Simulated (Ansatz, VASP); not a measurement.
# Hg: VASP beside Ansatz

```
Hg
1.0
     4.64973    0.00000    0.00000
    -2.32487    3.56834    0.00000
     0.00000    0.00000    3.71818
Hg
3
Cartesian
  0.0000 2.0668 1.8591
  0.0000 0.0914 0.0000
  2.3249 1.4102 1.8591
```

Alike in both runs: task single point; functional PBE; k mesh 10 × 10 × 10; occupations gaussian, width 0.1 eV; no spin polarisation.

```csv
,VASP,Ansatz
version,VASP 6.6.1,Ansatz 0.2.0
potentials or method,"VASP PAW PBE potentials, release 64 (Hg), cutoff 520 eV","scalar-relativistic, plane waves, PAW"
valence electrons in the cell,36,60
```

|  | VASP | Ansatz | Ansatz less VASP |
| --- | --- | --- | --- |
| gap on the k mesh at the Fermi level (eV) | none | none | - |
| pressure (GPa) | 34.8 | 33.0 | -1.84 |
| traceless stress, the component that is largest in VASP (GPa) | 25.06 | 23.51 | -1.548 |
| rms of the force components (eV/Å) | 1.480 | 1.391 | -0.0884 |

Atom by atom the forces differ by 0.089 eV/Å (rms over components). A gap of «none» marks a metal or a gap that the smearing closes. Both programs put the cell under a high pressure, so it lies far from rest at this level. VASP's potentials hold 36 valence electrons a cell and Ansatz's 60, so a difference there can come from the potentials and not from the codes.

Spin-orbit coupling is off throughout.
